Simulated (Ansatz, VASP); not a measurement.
## Na2B in VASP and in Ansatz

```xyz
3
Lattice="1.7244 0.9956 7.0166 -1.7244 0.9956 7.0166 0.0000 -1.9911 7.0166" Properties=species:S:1:pos:R:3 pbc="T T T"
Na    0.0000    0.0000    5.1902
Na    0.0000    0.0000    8.8429
B     0.0000    0.0000    0.0007
```

Alike in both runs: functional PBE; k mesh 18 × 18 × 18; occupations gaussian, width 0.1 eV; no spin polarisation.

Ansatz relaxed the structure, and its values are those at the end. VASP's run is a single point on that final structure, the one shown.

|  | VASP | Ansatz |
| --- | --- | --- |
| version | VASP 6.6.1 | Ansatz 0.2.0 |
| potentials or method | VASP PAW PBE potentials, release 64 (Na_pv, B), cutoff 520 eV | scalar-relativistic, plane waves, PAW |
| valence electrons in the cell | 17 | 21 |

|  | VASP | Ansatz | Ansatz less VASP |
| --- | --- | --- | --- |
| gap on the k mesh at the Fermi level (eV) | none | none | - |
| pressure (GPa) | 0.0 | 0.0 | -0.01 |

A gap of «none» marks a metal or a gap that the smearing closes. With one functional, cell and mesh, what is left measures potentials, basis and numerics. VASP's potentials hold 17 valence electrons a cell and Ansatz's 21, so a difference there can come from the potentials and not from the codes.
